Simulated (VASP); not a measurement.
# V (R-3m) in VASP: single point with PBE+U

Aim: the single point of V with PBE+U.

Program: VASP 6.6.1. These are calculated values, not measurements. Logs are shortened: lines on timing, memory, paths and dates and some standing lists are left out, and cuts for length are marked.

### 1 The cell of the first run

The structure is trigonal, space group R-3m (No. 166). The conventional cell has a = 3.265 Å, b = 3.265 Å, c = 6.999 Å, α = 90.00°, β = 90.00°, γ = 120.00°. Within 3.9 Å of V (site symmetry -3m) lie 12 V at 3.00 to 3.27 Å.

### 2 Single point, PBE+U

INCAR reads:

```
SYSTEM = V
  PREC = Accurate
  ENCUT = 500
  EDIFF = 1E-6
  ISMEAR = -1
  SIGMA = 0.1
  LREAL = .False.
  LASPH = .True.
  NELM = 200
  ALGO = Normal
  ISIF = 2
  LWAVE = .False.
  LCHARG = .False.
  LMAXMIX = 4
  LDAU = .True.
  LDAUTYPE = 2
  LDAUL = 2
  LDAUU = 6
  LDAUJ = 0
  LDAUPRINT = 1
  GGA = PE
  NBANDS = 12
  GGA_COMPAT = .False.
```

KPOINTS reads:

```
Automatic mesh
0
Gamma
  8 8 8
  0 0 0
```

POSCAR reads:

```
V
1.0
   -0.0000000283      2.3089438960      2.3089436365
    2.1166096766      0.1923338507      2.1166097575
    2.3089434632      2.3089438036      0.0000000641
V
1
Direct
    0.0000000000      0.0000000000      0.0000000000
```

Potentials or basis: VASP PAW PBE potentials, release 64 (V_sv).

Command:

```console
> cat potpaw_PBE.64/V_sv/POTCAR > POTCAR
> mpirun -np 1 vasp_std > vasp.out
```

OUTCAR:

```text
SYSTEM = V
   PREC = Accurate
   ENCUT = 500
   EDIFF = 1E-6
   ISMEAR = -1
   LREAL = .False.
   LASPH = .True.
   NELM = 200
   ISIF = 2
   GGA = PE

 ion  position               nearest neighbor table
   1  0.000  0.000  0.000-

  LATTYP: Found a trigonal (rhomboedric) cell.
 ALAT       =     2.9995111348
 COS(alpha) =     0.4074489290

  Lattice vectors:

 A1 = (   2.1166097049,  -2.1166100453,  -0.1923338790)
 A2 = (   2.1166096766,   0.1923338507,   2.1166097575)
 A3 = (  -0.1923337866,  -2.1166099529,   2.1166096934)

Analysis of symmetry for initial positions (statically):
=====================================================================
 Subroutine PRICEL returns:
 Original cell was already a primitive cell.

 Routine SETGRP: Setting up the symmetry group for a
 trigonal (rhombohedral) supercell.

 Subroutine GETGRP returns: Found 12 space group operations
 (whereof 12 operations were pure point group operations)
 out of a pool of 12 trial point group operations.

The static configuration has the point symmetry D_3d.

Analysis of symmetry for dynamics (positions and initial velocities):
=====================================================================
 Subroutine PRICEL returns:
 Original cell was already a primitive cell.

 Routine SETGRP: Setting up the symmetry group for a
 trigonal (rhombohedral) supercell.

 Subroutine GETGRP returns: Found 12 space group operations
 (whereof 12 operations were pure point group operations)
 out of a pool of 12 trial point group operations.

The dynamic configuration has the point symmetry D_3d.

 Subroutine INISYM returns: Found 12 space group operations
 (whereof 12 operations are pure point group operations),
 and found     1 'primitive' translations

----------------------------------------------------------------------------------------

                                     Primitive cell

  volume of cell :      21.5429

  direct lattice vectors                    reciprocal lattice vectors
    -0.000000028  2.308943896  2.308943637    -0.226856337  0.226856298  0.206242162
     2.116609677  0.192333851  2.116609758     0.247470504 -0.247470474  0.247470505
     2.308943463  2.308943804  0.000000064     0.206242179  0.226856316 -0.226856339

  length of vectors
     3.265339589  2.999510910  3.265339401     0.381396654  0.428631470  0.381396674

  position of ions in fractional coordinates (direct lattice)
     0.000000000  0.000000000  0.000000000

  ion indices of the primitive-cell ions
   primitive index   ion index
                 1           1

----------------------------------------------------------------------------------------

 KPOINTS: Automatic mesh

Automatic generation of k-mesh.
 Grid dimensions read from file:
 generate k-points for:    8    8    8

 Generating k-lattice:

  Cartesian coordinates                     Fractional coordinates (reciprocal lattice)
    -0.028357042  0.028357037  0.025780270     0.125000000  0.000000000 -0.000000000
     0.030933813 -0.030933809  0.030933813     0.000000000  0.125000000 -0.000000000
     0.025780272  0.028357039 -0.028357042     0.000000000  0.000000000  0.125000000

  Length of vectors
     0.047674582  0.053578934  0.047674584

  Shift w.r.t. Gamma in fractional coordinates (k-lattice)
     0.000000000  0.000000000  0.000000000

 Subroutine IBZKPT returns following result:
 ===========================================

 Found     65 irreducible k-points:

 Following reciprocal coordinates:
            Coordinates               Weight
  0.000000  0.000000  0.000000      1.000000
  0.125000  0.000000 -0.000000      6.000000
  0.250000  0.000000 -0.000000      6.000000
  0.375000  0.000000 -0.000000      6.000000
  0.500000  0.000000 -0.000000      3.000000
  0.000000  0.125000  0.000000      2.000000
[... 16 lines left out ...]
  0.125000  0.375000  0.000000      6.000000
  0.250000  0.375000  0.000000      6.000000
 [... further k-points ...]
   k-points           NKPTS =     65   k-points in BZ     NKDIM =     65   number of bands    NBANDS=     12
   number of dos      NEDOS =    301   number of ions     NIONS =      1
   total plane-waves  NPLWV =  13824
   dimension x,y,z NGX =    24 NGY =   24 NGZ =   24
   dimension x,y,z NGXF=    48 NGYF=   48 NGZF=   48
   ions per type =               1
   NGX,Y,Z   is equivalent  to a cutoff of  12.22, 13.30, 12.22 a.u.
   NGXF,Y,Z  is equivalent  to a cutoff of  24.44, 26.60, 24.44 a.u.
 SYSTEM =  V
   PREC   = accura    normal or accurate (medium, high low for compatibility)
   ISTART =      0    job   : 0-new  1-cont  2-samecut
   ICHARG =      2    charge: 1-file 2-atom 10-const
   ISPIN  =      1    spin polarized calculation?
   LNONCOLLINEAR =      F non collinear calculations
   LSORBIT =      F    spin-orbit coupling
   LASPH  =      T    aspherical Exc in radial PAW
   ENCUT  =  500.0 eV  36.75 Ry    6.06 a.u.   5.95  5.47  5.95*2*pi/ulx,y,z
   NELM   =    200;   NELMIN=  2; NELMDL= -5     # of ELM steps
   EDIFF  = 0.1E-05   stopping-criterion for ELM
   LREAL  =      F    real-space projection
   EDIFFG = 0.1E-04   stopping-criterion for IOM
   NSW    =      0    number of steps for IOM
   IBRION =     -1    ionic relax: 0-MD 1-quasi-New 2-CG
   NFREE  =      0    steps in history (QN), initial steepest desc. (CG)
   ISIF   =      2    stress and relaxation
   ISYM   =      2    0-nonsym 1-usesym 2-fastsym
   POTIM  = 0.5000    time-step for ionic-motion
   TEBEG  =    0.0;   TEEND  =   0.0 temperature during run
   PSTRESS=    0.0 pullay stress
   NELECT =      13.0000    total number of electrons
   NUPDOWN=      -1.0000    fix difference up-down
   EMIN   =  10.00;   EMAX   =-10.00  energy-range for DOS
   EFERMI =   0.00;   METHOD = LEGACY
   ISMEAR =    -1;   SIGMA  =   0.10  broadening in eV -4-tet -1-fermi 0-gaus
   EFERMI_NEDOS =   21; number of points for ismear=-14 and -15
   IALGO  =     38    algorithm
   IMIX   =      4    mixing-type and parameters
     AMIX     =   0.40;   BMIX     =  1.00
     AMIX_MAG =   1.60;   BMIX_MAG =  1.00
  volume/ion in A,a.u.               =      21.54       145.38
  Fermi-wavevector in a.u.,A,eV,Ry     =   1.383423  2.614290 26.039620  1.913858
  Thomas-Fermi vector in A             =   2.508022
   LORBIT       =      0    0 simple, 1 ext, 2 COOP (PROOUT), +10 PAW based schemes
 LDA+U is selected, type is set to LDAUTYPE =  2
   angular momentum for each species LDAUL =     2
   U (eV)           for each species LDAUU =   6.0
   J (eV)           for each species LDAUJ =   0.0
   GGA     = PE    functional components
   LHFCALC =     F    Hartree Fock is set to
   AEXX    =    0.0000 exact exchange contribution
   IVDW    =     0    specifies the selected vdW correction
   LEPSILON=     F    determine dielectric tensor
   LRPA    =     F    only Hartree local field effects (RPA)
 non-spin polarized calculation
  energy-cutoff  :      500.00
  volume of cell :       21.54
 maximum number of plane-waves:       558
   NGX = 11   NGY = 11   NGZ = 11

atom =   1  type =  1  l = 2

 onsite density matrix

spin component  1

  0.3768 -0.1486  0.1386  0.1486  0.0000
 -0.1486  0.3768 -0.0693  0.1486  0.1201
  0.1386 -0.0693  0.1241  0.0693  0.0000
  0.1486  0.1486  0.0693  0.3768  0.1201
  0.0000  0.1201  0.0000  0.1201  0.1241

spin component  2

  0.3768 -0.1486  0.1386  0.1486  0.0000
 -0.1486  0.3768 -0.0693  0.1486  0.1201
  0.1386 -0.0693  0.1241  0.0693  0.0000
  0.1486  0.1486  0.0693  0.3768  0.1201
  0.0000  0.1201  0.0000  0.1201  0.1241

 occupancies and eigenvectors

  o =  0.0619  v =  0.2345 -0.2511 -0.7841 -0.0165  0.5166  0.0000  0.0000  0.0000  0.0000  0.0000      0.0000  0.0000  0.0000  0.0000  0.0000  0.0000  0.0000  0.0000  0.0000  0.0000
  o =  0.0619  v =  0.0000  0.0000  0.0000  0.0000  0.0000  0.2345 -0.2511 -0.7841 -0.0165  0.5166      0.0000  0.0000  0.0000  0.0000  0.0000  0.0000  0.0000  0.0000  0.0000  0.0000
  o =  0.0619  v =  0.1545  0.1259 -0.5166  0.2804 -0.7841  0.0000  0.0000  0.0000  0.0000  0.0000      0.0000  0.0000  0.0000  0.0000  0.0000  0.0000  0.0000  0.0000  0.0000  0.0000
  o =  0.0619  v =  0.0000  0.0000  0.0000  0.0000  0.0000  0.1545  0.1259 -0.5166  0.2804 -0.7841      0.0000  0.0000  0.0000  0.0000  0.0000  0.0000  0.0000  0.0000  0.0000  0.0000
  o =  0.0796  v =  0.0000  0.0000  0.0000  0.0000  0.0000  0.5774  0.5774  0.0000 -0.5774 -0.0000      0.0000  0.0000  0.0000  0.0000  0.0000  0.0000  0.0000  0.0000  0.0000  0.0000
  o =  0.0796  v =  0.5774  0.5774  0.0000 -0.5774 -0.0000  0.0000  0.0000  0.0000  0.0000  0.0000      0.0000  0.0000  0.0000  0.0000  0.0000  0.0000  0.0000  0.0000  0.0000  0.0000
  o =  0.5876  v = -0.1025 -0.6067 -0.0460 -0.7093 -0.3409  0.0000  0.0000  0.0000  0.0000  0.0000      0.0000  0.0000  0.0000  0.0000  0.0000  0.0000  0.0000  0.0000  0.0000  0.0000
  o =  0.5876  v =  0.0000  0.0000  0.0000  0.0000  0.0000 -0.1025 -0.6067 -0.0460 -0.7093 -0.3409      0.0000  0.0000  0.0000  0.0000  0.0000  0.0000  0.0000  0.0000  0.0000  0.0000
  o =  0.5876  v =  0.0000  0.0000  0.0000  0.0000  0.0000 -0.7598  0.4687 -0.3409 -0.2911  0.0460      0.0000  0.0000  0.0000  0.0000  0.0000  0.0000  0.0000  0.0000  0.0000  0.0000
  o =  0.5876  v = -0.7598  0.4687 -0.3409 -0.2911  0.0460  0.0000  0.0000  0.0000  0.0000  0.0000      0.0000  0.0000  0.0000  0.0000  0.0000  0.0000  0.0000  0.0000  0.0000  0.0000

 number of electron      13.0000009 magnetization

 Free energy of the ion-electron system (eV)
  ---------------------------------------------------
  ext. energy  EPLUGINS =         0.00000000
  ---------------------------------------------------
  free energy    TOTEN  =        -2.50162410 eV

  energy without entropy =       -2.43387304  energy(sigma->0) =       -2.46774857

 E-fermi :   5.3876     XC(G=0): -10.5337

 val. band max:        5.3841611111   @ k =   0.1250   0.5000   0.0000
 cond. band min:       5.4017451640   @ k =  -0.2500   0.3750   0.2500
 fundamental gap:      0.0175840529
 Fermi energy:         5.3876471631

 k-point     1 :       0.0000    0.0000    0.0000
  band No.  band energies     occupation
      1     -59.3503      2.00000
      2     -33.0693      2.00000
      3     -33.0693      2.00000
      4     -32.9647      2.00000
      5      -0.3280      2.00000
      6       4.4208      1.99987
      7       4.4208      1.99987
      8       8.1657      0.00000
      9       8.7443      0.00000
     10       8.7443      0.00000
     11      19.7296      0.00000
     12      21.7742      0.00000

 k-point     2 :       0.1250    0.0000   -0.0000
  band No.  band energies     occupation
      1     -59.3470      2.00000
      2     -33.0902      2.00000
      3     -33.0706      2.00000
      4     -32.9742      2.00000
      5       0.0462      2.00000
      6       4.4092      1.99989
      7       4.4556      1.99982
      8       8.1889      0.00000
      9       8.6807      0.00000
     10       8.7064      0.00000
     11      18.2945      0.00000
     12      20.5127      0.00000

 k-point     3 :       0.2500    0.0000   -0.0000
  band No.  band energies     occupation
      1     -59.3390      2.00000
      2     -33.1464      2.00000
      3     -33.0735      2.00000
      4     -32.9904      2.00000
      5       1.0739      2.00000
      6       4.4048      1.99989
      7       4.5209      1.99966
      8       8.2279      0.00000
      9       8.6223      0.00000
     10       8.6696      0.00000
     11      14.6775      0.00000
     12      20.3294      0.00000
[... 286 lines left out ...]
 k-point    23 :       0.1250    0.3750    0.0000
  band No.  band energies     occupation
      1     -59.3184      2.00000
      2     -33.1585      2.00000
      3     -33.1214      2.00000
      4     -33.0939      2.00000
      5       2.9556      2.00000
      6       5.2118      1.70614
      7       5.8778      0.01476
      8       7.1133      0.00000
      9       7.5899      0.00000
     10       8.0870      0.00000
     11      15.6838      0.00000
     12      17.9115      0.00000

 k-point    24 :       0.2500    0.3750    0.0000
  band No.  band energies     occupation
      1     -59.3202      2.00000
      2     -33.1712      2.00000
      3     -33.1333      2.00000
      4     -33.0610      2.00000
      5       2.9891      2.00000
      6       4.5716      1.99943
      7       5.9792      0.00538
      8       7.1238      0.00000
      9       7.9774      0.00000
     10       8.6572      0.00000
     11      15.9337      0.00000
     12      17.0788      0.00000

 [... further k-points ...]
[... 5 lines left out ...]
  --------------------------------------------------------------------------------------
  -------------------------------------------------------------------------------------
  Total       -2.1956267     -2.1956274     -2.1956268      0.5203155      0.5203154     -0.5203154
  in kB     -163.2923550   -163.2924037   -163.2923632     38.6967186     38.6967084    -38.6967093
  external PRESSURE =    -163.2923740 kB  Pullay stress =       0.0000000 kB

 VOLUME and BASIS-vectors are now :
 -----------------------------------------------------------------------------
  energy-cutoff  :      500.00
  volume of cell :       21.54
      direct lattice vectors                 reciprocal lattice vectors
    -0.000000028  2.308943896  2.308943637    -0.226856337  0.226856298  0.206242162
     2.116609677  0.192333851  2.116609758     0.247470504 -0.247470474  0.247470505
     2.308943463  2.308943804  0.000000064     0.206242179  0.226856316 -0.226856339

 POSITION                                       TOTAL-FORCE (eV/Angst)
 -----------------------------------------------------------------------------------
      0.00000      0.00000      0.00000         0.000000      0.000000      0.000000
 -----------------------------------------------------------------------------------
    total drift:                               -0.000000      0.000000      0.000000

  FREE ENERGIE OF THE ION-ELECTRON SYSTEM (eV)
  ---------------------------------------------------
  free  energy   TOTEN  =        -2.5016240954 eV

  energy  without entropy=       -2.4338730400  energy(sigma->0) =       -2.46774857
```

Wall time 15 s (1 thread of Intel Xeon Platinum 8375C at 2.90GHz (Ice Lake), shared host); peak memory 0.14 GiB.

Results:

```yaml
Free_energy: -2.5016 eV
Pressure: -16.3 GPa
```

Levels at points of the mesh, in eV from the Fermi level:
```
           k point  band 5  band 6  band 7  band 8  band 9  band 10
(0.00, 0.00, 0.00)   -5.72   -0.97   -0.97    2.78    3.36     3.36
(0.50, 0.00, 0.00)   -2.57   -0.82   -0.24    2.68    3.30     3.37
(0.00, 0.50, 0.00)   -0.91    0.76    0.76    1.05    2.19     2.19
(0.50, 0.50, 0.00)   -1.78   -0.50    1.16    1.83    3.35     3.85
```

Eigenvalues of the final occupation matrices:
```
    site  spin  trace               eigenvalues
site 1 d     1   1.38  0.06 0.06 0.08 0.59 0.59
site 1 d     2   1.38  0.06 0.06 0.08 0.59 0.59
```

Caveat: U without spin polarisation on a metal has little footing; the U is typed as a test and isn't derived for this compound.
